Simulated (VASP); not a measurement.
A run of VASP 6.6.1 is set up as follows.

File INCAR:

```
SYSTEM = WC
PREC = Accurate
ENCUT = 600
EDIFF = 1E-7
ISMEAR = 0
SIGMA = 0.1
LREAL = .FALSE.
LASPH = .TRUE.
NELM = 80
ALGO = Normal
ISIF = 3
LWAVE = .FALSE.
LCHARG = .FALSE.
GGA = PE
IBRION = 2
NSW = 90
EDIFFG = -0.04
```

KPOINTS

```
regular mesh
0
G
  6 6 4
  0 0 0
```

POSCAR

```
WC
1.0
    2.8150623400      0.0000000000      0.0000000000
    0.0000000000      2.8150623400      0.0000000000
    0.0000000000      0.0000000000      3.8566258500
W C
1 1
Direct
    0.0000000000      0.0000000000      0.0000000000
    0.5000000000      0.5000000000      0.5000000000
```

Potentials or basis: VASP PAW PBE potentials, release 64 (W_sv, C).

The run is started by

```bash
$ cat potpaw_PBE.64/W_sv/POTCAR potpaw_PBE.64/C/POTCAR > POTCAR
$ mpirun -np 1 vasp_std > vasp.out
```

Q: Estimate the relaxed cell.

A: a = 2.722 Å, b = 2.722 Å, c = 2.746 Å, α = 90.00°, β = 90.00°, γ = 90.00°.

Q: Estimate the space group after relaxing (to 0.05 Å).

A: Pm-3m (No. 221).

Q: Predict the relaxed volume.

A: 10.17 Å³/atom.

Final structure:
```
CELL_PARAMETERS angstrom
2.72161 0.00000 0.00000
0.00000 2.72161 0.00000
0.00000 0.00000 2.74606
ATOMIC_POSITIONS crystal
W 0.00000 0.00000 0.00000
C 0.50000 0.50000 0.50000
```

Caveat: the k points lie up to 0.57 Å⁻¹ apart in the final cell; the volume moved by over 15 % at a fixed basis, so the end points are rough.
